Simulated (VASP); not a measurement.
The system is Ce.

```
Ce
1.0
     0.00000    2.33904    2.33904
     2.33904    0.00000    2.33904
     2.33904    2.33904    0.00000
Ce
1
Cartesian
  0.0000 0.0000 0.0000
```

Base run:

```yaml
Program: VASP 6.6.1
Functional: r2SCAN
Potentials_or_basis: VASP PAW PBE potentials, release 64 (Ce)
Cutoff: 520 eV
k_mesh: 12 × 12 × 12
Occupations: gaussian, width 1 eV
Spin: no spin polarisation
```

Its results: band gap on the k mesh zero (bands 6 and 7 overlap by 0.62 eV); pressure 5.5 GPa.

**Question.** The run is repeated on the same cell with these changes: occupations from gaussian, width 1 eV to methfessel-paxton, width 0.2 eV. What comes out?

**Answer.** Band gap on the k mesh zero (bands 6 and 7 overlap by 0.52 eV); pressure -0.8 GPa.

Caveats: the PAW data sets were made with another functional, which shifts forces and pressure a little; spin-orbit coupling is left out, which moves the levels of the heavy elements; semilocal functionals describe open f shells poorly, which spoils levels, moments and volumes; the highest band is partly filled, so the run has too few bands (at least some runs); the cell stands under pressure (at least some runs); so wide a smearing shifts energies and pressures (at least some runs).
